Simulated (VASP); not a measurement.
# BP (F-43m) in VASP: a series of runs

Runs on BP. Level: PBE. Tasks: single point.

All numbers are computed with VASP 6.6.1; they aren't measurements. Logs are shortened: lines on timing, memory, paths and dates and some standing lists are left out, and cuts for length are marked.

### Step 1. The cell of the first run

The structure is cubic, space group F-43m (No. 216). Conventional cell: a = 4.656 Å, b = 4.656 Å, c = 4.656 Å, α = 90.00°, β = 90.00°, γ = 90.00°. B (site symmetry -43m) has 4 P at 2.02 Å within 2.7 Å. Within 2.7 Å of P (site symmetry -43m) lie 4 B at 2.02 Å.

### Step 2. Single point, PBE

The input, INCAR:

```
SYSTEM = BP
PREC = Accurate
ENCUT = 500
EDIFF = 1E-6
ISMEAR = 0
SIGMA = 0.01
LREAL = .False.
LASPH = .True.
NELM = 120
ALGO = Normal
ISIF = 2
LWAVE = .False.
LCHARG = .True.
GGA = PE
LELF = .True.
LVHAR = .True.
NBANDS = 11
GGA_COMPAT = .False.
```

The input, KPOINTS:

```
regular mesh
0
Gamma
  4 4 4
  0 0 0
```

The input, POSCAR:

```
BP
1.0
    0.0000000000      2.3279612538      2.3279612538
    2.3279612538      0.0000000000      2.3279612538
    2.3279612538      2.3279612538      0.0000000000
B P
1 1
Direct
    0.0000000000      0.0000000000      0.0000000000
    0.2500000000      0.2500000000      0.2500000000
```

Potentials or basis: VASP PAW PBE potentials, release 64 (B, P).

Launch:

```bash
cat potpaw_PBE.64/B/POTCAR potpaw_PBE.64/P/POTCAR > POTCAR
mpirun -np 1 vasp_std > vasp.out
```

OUTCAR:

```text
SYSTEM = BP
   PREC = Accurate
   ENCUT = 500
   EDIFF = 1E-6
   ISMEAR = 0
   LREAL = .False.
   LASPH = .True.
   NELM = 120
   ISIF = 2
   GGA = PE

 ion  position               nearest neighbor table
   1  0.000  0.000  0.000-   2 2.02   2 2.02   2 2.02   2 2.02
   2  0.250  0.250  0.250-   1 2.02   1 2.02   1 2.02   1 2.02

  LATTYP: Found a face centered cubic cell.
 ALAT       =     4.6559225076

  Lattice vectors:

 A1 = (   0.0000000000,   2.3279612538,   2.3279612538)
 A2 = (   2.3279612538,   0.0000000000,   2.3279612538)
 A3 = (   2.3279612538,   2.3279612538,   0.0000000000)

Analysis of symmetry for initial positions (statically):
=====================================================================
 Subroutine PRICEL returns:
 Original cell was already a primitive cell.

 Routine SETGRP: Setting up the symmetry group for a
 face centered cubic supercell.

 Subroutine GETGRP returns: Found 24 space group operations
 (whereof 24 operations were pure point group operations)
 out of a pool of 48 trial point group operations.

The static configuration has the point symmetry T_d .

Analysis of symmetry for dynamics (positions and initial velocities):
=====================================================================
 Subroutine PRICEL returns:
 Original cell was already a primitive cell.

 Routine SETGRP: Setting up the symmetry group for a
 face centered cubic supercell.

 Subroutine GETGRP returns: Found 24 space group operations
 (whereof 24 operations were pure point group operations)
 out of a pool of 48 trial point group operations.

The dynamic configuration has the point symmetry T_d .

 Subroutine INISYM returns: Found 24 space group operations
 (whereof 24 operations are pure point group operations),
 and found     1 'primitive' translations

----------------------------------------------------------------------------------------

                                     Primitive cell

  volume of cell :      25.2323

  direct lattice vectors                    reciprocal lattice vectors
     0.000000000  2.327961254  2.327961254    -0.214780207  0.214780207  0.214780207
     2.327961254  0.000000000  2.327961254     0.214780207 -0.214780207  0.214780207
     2.327961254  2.327961254  0.000000000     0.214780207  0.214780207 -0.214780207

  length of vectors
     3.292234378  3.292234378  3.292234378     0.372010231  0.372010231  0.372010231

  position of ions in fractional coordinates (direct lattice)
     0.000000000  0.000000000  0.000000000
     0.250000000  0.250000000  0.250000000

  ion indices of the primitive-cell ions
   primitive index   ion index
                 1           1
                 2           2

----------------------------------------------------------------------------------------

 KPOINTS: regular mesh

Automatic generation of k-mesh.
 Grid dimensions read from file:
 generate k-points for:    4    4    4

 Generating k-lattice:

  Cartesian coordinates                     Fractional coordinates (reciprocal lattice)
    -0.053695052  0.053695052  0.053695052     0.250000000  0.000000000  0.000000000
     0.053695052 -0.053695052  0.053695052     0.000000000  0.250000000  0.000000000
     0.053695052  0.053695052 -0.053695052     0.000000000  0.000000000  0.250000000

  Length of vectors
     0.093002558  0.093002558  0.093002558

  Shift w.r.t. Gamma in fractional coordinates (k-lattice)
     0.000000000  0.000000000  0.000000000

 Subroutine IBZKPT returns following result:
 ===========================================

 Found      8 irreducible k-points:

 Following reciprocal coordinates:
            Coordinates               Weight
  0.000000  0.000000  0.000000      1.000000
  0.250000  0.000000  0.000000      8.000000
  0.500000  0.000000  0.000000      4.000000
  0.250000  0.250000  0.000000      6.000000
  0.500000  0.250000  0.000000     24.000000
 -0.250000  0.250000  0.000000     12.000000
  0.500000  0.500000  0.000000      3.000000
 -0.250000  0.500000  0.250000      6.000000
   k-points           NKPTS =      8   k-points in BZ     NKDIM =      8   number of bands    NBANDS=     11
   number of dos      NEDOS =    301   number of ions     NIONS =      2
   total plane-waves  NPLWV =  13824
   dimension x,y,z NGX =    24 NGY =   24 NGZ =   24
   dimension x,y,z NGXF=    48 NGYF=   48 NGZF=   48
   ions per type =               1   1
   NGX,Y,Z   is equivalent  to a cutoff of  12.12, 12.12, 12.12 a.u.
   NGXF,Y,Z  is equivalent  to a cutoff of  24.24, 24.24, 24.24 a.u.
 SYSTEM =  BP
   PREC   = accura    normal or accurate (medium, high low for compatibility)
   ISTART =      0    job   : 0-new  1-cont  2-samecut
   ICHARG =      2    charge: 1-file 2-atom 10-const
   ISPIN  =      1    spin polarized calculation?
   LNONCOLLINEAR =      F non collinear calculations
   LSORBIT =      F    spin-orbit coupling
   LASPH  =      T    aspherical Exc in radial PAW
   ENCUT  =  500.0 eV  36.75 Ry    6.06 a.u.   6.00  6.00  6.00*2*pi/ulx,y,z
   NELM   =    120;   NELMIN=  2; NELMDL= -5     # of ELM steps
   EDIFF  = 0.1E-05   stopping-criterion for ELM
   LREAL  =      F    real-space projection
   EDIFFG = 0.1E-04   stopping-criterion for IOM
   NSW    =      0    number of steps for IOM
   IBRION =     -1    ionic relax: 0-MD 1-quasi-New 2-CG
   NFREE  =      0    steps in history (QN), initial steepest desc. (CG)
   ISIF   =      2    stress and relaxation
   ISYM   =      2    0-nonsym 1-usesym 2-fastsym
   POTIM  = 0.5000    time-step for ionic-motion
   TEBEG  =    0.0;   TEEND  =   0.0 temperature during run
   PSTRESS=    0.0 pullay stress
   NELECT =       8.0000    total number of electrons
   NUPDOWN=      -1.0000    fix difference up-down
   EMIN   =  10.00;   EMAX   =-10.00  energy-range for DOS
   EFERMI =   0.00;   METHOD = LEGACY
   ISMEAR =     0;   SIGMA  =   0.01  broadening in eV -4-tet -1-fermi 0-gaus
   EFERMI_NEDOS =   21; number of points for ismear=-14 and -15
   IALGO  =     38    algorithm
   IMIX   =      4    mixing-type and parameters
     AMIX     =   0.40;   BMIX     =  1.00
     AMIX_MAG =   1.60;   BMIX_MAG =  1.00
  volume/ion in A,a.u.               =      12.62        85.14
  Fermi-wavevector in a.u.,A,eV,Ry     =   1.116312  2.109525 16.954946  1.246153
  Thomas-Fermi vector in A             =   2.252925
   LORBIT       =      0    0 simple, 1 ext, 2 COOP (PROOUT), +10 PAW based schemes
   GGA     = PE    functional components
   LHFCALC =     F    Hartree Fock is set to
   AEXX    =    0.0000 exact exchange contribution
   IVDW    =     0    specifies the selected vdW correction
   LEPSILON=     F    determine dielectric tensor
   LRPA    =     F    only Hartree local field effects (RPA)
 non-spin polarized calculation
 Gauss-broadening in eV      SIGMA  =   0.01
  energy-cutoff  :      500.00
  volume of cell :       25.23
 maximum number of plane-waves:       648
   NGX = 13   NGY = 13   NGZ = 13

 number of electron       8.0000000 magnetization

 Free energy of the ion-electron system (eV)
  ---------------------------------------------------
  ext. energy  EPLUGINS =         0.00000000
  ---------------------------------------------------
  free energy    TOTEN  =       -12.71325769 eV

  energy without entropy =      -12.71325769  energy(sigma->0) =      -12.71325769

 E-fermi :   6.6453     XC(G=0): -10.5586

 val. band max:        6.5845428777   @ k =   0.0000   0.0000   0.0000
 cond. band min:       8.0429173379   @ k =   0.5000   0.5000   0.0000
 fundamental gap:      1.4583744602
 Fermi energy:         6.6452999718

 k-point     1 :       0.0000    0.0000    0.0000
  band No.  band energies     occupation
      1      -8.2167      2.00000
      2       6.5845      2.00000
      3       6.5845      2.00000
      4       6.5845      2.00000
      5       9.8675      0.00000
      6       9.8675      0.00000
      7       9.8675      0.00000
      8      12.8199      0.00000
      9      17.5960      0.00000
     10      18.4787      0.00000
     11      18.4787      0.00000

 k-point     2 :       0.2500    0.0000    0.0000
  band No.  band energies     occupation
      1      -7.1833      2.00000
      2       1.9585      2.00000
      3       5.5317      2.00000
      4       5.5317      2.00000
      5      10.2078      0.00000
      6      11.1795      0.00000
      7      11.1795      0.00000
      8      15.4685      0.00000
      9      17.3644      0.00000
     10      17.3644      0.00000
     11      19.0455      0.00000

 k-point     3 :       0.5000    0.0000    0.0000
  band No.  band energies     occupation
      1      -5.1758      2.00000
      2      -1.9235      2.00000
      3       4.9197      2.00000
      4       4.9197      2.00000
      5       9.9122      0.00000
      6      11.2291      0.00000
      7      11.2291      0.00000
      8      16.4296      0.00000
      9      20.7053      0.00000
     10      20.7089      0.00000
     11      20.7089      0.00000

 k-point     4 :       0.2500    0.2500    0.0000
  band No.  band energies     occupation
      1      -6.8298      2.00000
      2       2.9045      2.00000
      3       4.0370      2.00000
      4       4.0370      2.00000
      5       8.4170      0.00000
      6      11.4571      0.00000
      7      13.9054      0.00000
      8      13.9054      0.00000
      9      17.7682      0.00000
     10      19.9851      0.00000
     11      21.1836      0.00000

 k-point     5 :       0.5000    0.2500    0.0000
  band No.  band energies     occupation
      1      -4.7771      2.00000
      2      -0.7685      2.00000
      3       2.0912      2.00000
      4       3.6021      2.00000
      5       9.1389      0.00000
      6      12.8235      0.00000
      7      14.3668      0.00000
      8      14.3993      0.00000
      9      19.1210      0.00000
     10      20.8890      0.00000
     11      22.8649      0.00000

 k-point     6 :      -0.2500    0.2500    0.0000
  band No.  band energies     occupation
      1      -5.5937      2.00000
      2       0.3493      2.00000
      3       1.7018      2.00000
      4       4.7635      2.00000
      5      10.3356      0.00000
      6      12.6891      0.00000
      7      13.7303      0.00000
      8      14.7469      0.00000
      9      16.4493      0.00000
     10      18.7213      0.00000
     11      23.0486      0.00000

 k-point     7 :       0.5000    0.5000    0.0000
  band No.  band energies     occupation
      1      -3.7585      2.00000
      2      -1.6158      2.00000
      3       2.7372      2.00000
      4       2.7372      2.00000
      5       8.0429      0.00000
      6       8.3015      0.00000
      7      17.9946      0.00000
      8      17.9946      0.00000
      9      20.9279      0.00000
     10      22.8444      0.00000
     11      23.7962      0.00000

 k-point     8 :      -0.2500    0.5000    0.2500
  band No.  band energies     occupation
      1      -3.5402      2.00000
      2      -1.1620      2.00000
      3       1.3294      2.00000
      4       1.5366      2.00000
      5      11.9294      0.00000
      6      13.1748      0.00000
      7      13.3652      0.00000
      8      13.5768      0.00000
      9      18.8507      0.00000
     10      21.9412      0.00000
     11      22.1597      0.00000

------------------------ aborting loop because EDIFF is reached ----------------------------------------

  FORCE on cell =-STRESS in cart. coord.  units (eV):
  Direction    XX          YY          ZZ          XY          YZ          ZX
  --------------------------------------------------------------------------------------
  -------------------------------------------------------------------------------------
  Total       -1.4481616     -1.4481616     -1.4481616      0.0000000      0.0000000     -0.0000000
  in kB      -91.9539429    -91.9539429    -91.9539429      0.0000000      0.0000000     -0.0000000
  external PRESSURE =     -91.9539429 kB  Pullay stress =       0.0000000 kB

 VOLUME and BASIS-vectors are now :
 -----------------------------------------------------------------------------
  energy-cutoff  :      500.00
  volume of cell :       25.23
      direct lattice vectors                 reciprocal lattice vectors
     0.000000000  2.327961254  2.327961254    -0.214780207  0.214780207  0.214780207
     2.327961254  0.000000000  2.327961254     0.214780207 -0.214780207  0.214780207
     2.327961254  2.327961254  0.000000000     0.214780207  0.214780207 -0.214780207

 POSITION                                       TOTAL-FORCE (eV/Angst)
 -----------------------------------------------------------------------------------
      0.00000      0.00000      0.00000        -0.000000     -0.000000      0.000000
      1.16398      1.16398      1.16398         0.000000      0.000000     -0.000000
 -----------------------------------------------------------------------------------
    total drift:                                0.000000      0.000000      0.000000

  FREE ENERGIE OF THE ION-ELECTRON SYSTEM (eV)
  ---------------------------------------------------
  free  energy   TOTEN  =       -12.7132576911 eV

  energy  without entropy=      -12.7132576911  energy(sigma->0) =      -12.71325769
```

Wall time 3.4 s (1 thread of AMD EPYC 7R13 (Zen 3), shared host); peak memory 0.1 GiB.

Results:

```yaml
Free_energy: -12.7133 eV
Pressure: -9.2 GPa
Band_gap_on_the_k_mesh: 1.46 eV, indirect (least direct gap 3.28 eV)
```

Caveat: the k points lie up to 0.58 Å⁻¹ apart. A k mesh can miss the band edges.

### Step 3. Single point, PBE

This run uses another cell than the first one, of 11.21 Å³/atom, 0.889 times its volume.

The input, INCAR:

```
SYSTEM = BP
ALGO     = Normal         ! electronic algorithm
EDIFF    = 1E-6           ! SCF threshold, eV
ENCUT    = 500            ! plane-wave cutoff, eV
GGA      = PE             ! functional
GGA_COMPAT= .False.      
ISIF     = 2              ! what is computed and relaxed
ISMEAR   = 0              ! smearing method
LASPH    = .True.         ! aspherical terms in the spheres
LCHARG   = .True.         ! write CHGCAR
LELF     = .True.         ! ELF
LREAL    = .False.        ! projectors in reciprocal space
LVHAR    = .True.       
LWAVE    = .False.        ! write WAVECAR
NBANDS   = 11             ! bands
NELM     = 120            ! most SCF steps
PREC     = Accurate       ! precision mode
SIGMA    = 0.01           ! smearing width, eV
```

The input, KPOINTS:

```
k-points
0
Gamma
  4 4 4
  0 0 0
```

The input, POSCAR:

```
BP
1.0
    0.0000000000      2.2383340787      2.2383340787
    2.2383340787      0.0000000000      2.2383340787
    2.2383340787      2.2383340787      0.0000000000
B P
1 1
Direct
    0.0000000000      0.0000000000      0.0000000000
    0.2500000000      0.2500000000      0.2500000000
```

Potentials or basis: VASP PAW PBE potentials, release 64 (B, P).

Launch:

```bash
cat potpaw_PBE.64/B/POTCAR potpaw_PBE.64/P/POTCAR > POTCAR
mpirun -np 1 vasp_std > vasp.out
```

OUTCAR:

```text
SYSTEM = BP
   EDIFF = 1E-6
   ENCUT = 500
   GGA = PE
   ISIF = 2
   ISMEAR = 0
   LASPH = .True.
   LREAL = .False.
   NELM = 120
   PREC = Accurate

 ion  position               nearest neighbor table
   1  0.000  0.000  0.000-   2 1.94   2 1.94   2 1.94   2 1.94
   2  0.250  0.250  0.250-   1 1.94   1 1.94   1 1.94   1 1.94

  LATTYP: Found a face centered cubic cell.
 ALAT       =     4.4766681574

  Lattice vectors:

 A1 = (   0.0000000000,   2.2383340787,   2.2383340787)
 A2 = (   2.2383340787,   0.0000000000,   2.2383340787)
 A3 = (   2.2383340787,   2.2383340787,   0.0000000000)

Analysis of symmetry for initial positions (statically):
=====================================================================
 Subroutine PRICEL returns:
 Original cell was already a primitive cell.

 Routine SETGRP: Setting up the symmetry group for a
 face centered cubic supercell.

 Subroutine GETGRP returns: Found 24 space group operations
 (whereof 24 operations were pure point group operations)
 out of a pool of 48 trial point group operations.

The static configuration has the point symmetry T_d .

Analysis of symmetry for dynamics (positions and initial velocities):
[... 152 lines left out ...]
      2       7.9654      2.00000
      3       7.9654      2.00000
      4       7.9654      2.00000
      5      11.4094      0.00000
      6      11.4094      0.00000
      7      11.4094      0.00000
      8      15.9693      0.00000
      9      19.7482      0.00000
     10      20.1850      0.00000
     11      20.1850      0.00000
[... 85 lines left out ...]
 k-point     8 :      -0.2500    0.5000    0.2500
  band No.  band energies     occupation
      1      -2.4941      2.00000
      2      -0.2690      2.00000
      3       2.0346      2.00000
      4       2.2406      2.00000
      5      13.2812      0.00000
      6      14.8093      0.00000
      7      15.4533      0.00000
      8      15.6459      0.00000
      9      21.1271      0.00000
     10      24.5595      0.00000
     11      24.8949      0.00000

------------------------ aborting loop because EDIFF is reached ----------------------------------------

  FORCE on cell =-STRESS in cart. coord.  units (eV):
  Direction    XX          YY          ZZ          XY          YZ          ZX
  --------------------------------------------------------------------------------------
  -------------------------------------------------------------------------------------
  Total        1.3192705      1.3192705      1.3192705     -0.0000000     -0.0000000      0.0000000
  in kB       94.2409615     94.2409615     94.2409615     -0.0000000     -0.0000000      0.0000000
  external PRESSURE =      94.2409615 kB  Pullay stress =       0.0000000 kB

 VOLUME and BASIS-vectors are now :
 -----------------------------------------------------------------------------
  energy-cutoff  :      500.00
  volume of cell :       22.43
      direct lattice vectors                 reciprocal lattice vectors
     0.000000000  2.238334079  2.238334079    -0.223380417  0.223380417  0.223380417
     2.238334079  0.000000000  2.238334079     0.223380417 -0.223380417  0.223380417
     2.238334079  2.238334079  0.000000000     0.223380417  0.223380417 -0.223380417

 POSITION                                       TOTAL-FORCE (eV/Angst)
 -----------------------------------------------------------------------------------
      0.00000      0.00000      0.00000         0.000000      0.000000      0.000000
      1.11917      1.11917      1.11917        -0.000000     -0.000000     -0.000000
 -----------------------------------------------------------------------------------
    total drift:                               -0.000000     -0.000000      0.000000

  FREE ENERGIE OF THE ION-ELECTRON SYSTEM (eV)
  ---------------------------------------------------
  free  energy   TOTEN  =       -12.7254448223 eV

  energy  without entropy=      -12.7254448223  energy(sigma->0) =      -12.72544482
```

Wall time 3.6 s (1 thread of AMD EPYC 7R13 (Zen 3), shared host); peak memory 0.1 GiB.

Results:

| Item | Value |
| --- | --- |
| Free energy | -12.7254 eV |
| Pressure | 9.4 GPa |
| Band gap on the k mesh | 1.23 eV, indirect (least direct gap 3.44 eV) |

Caveat: the k points lie up to 0.61 Å⁻¹ apart. A k mesh can miss the band edges.

(Part 1 of 2 ends here.)
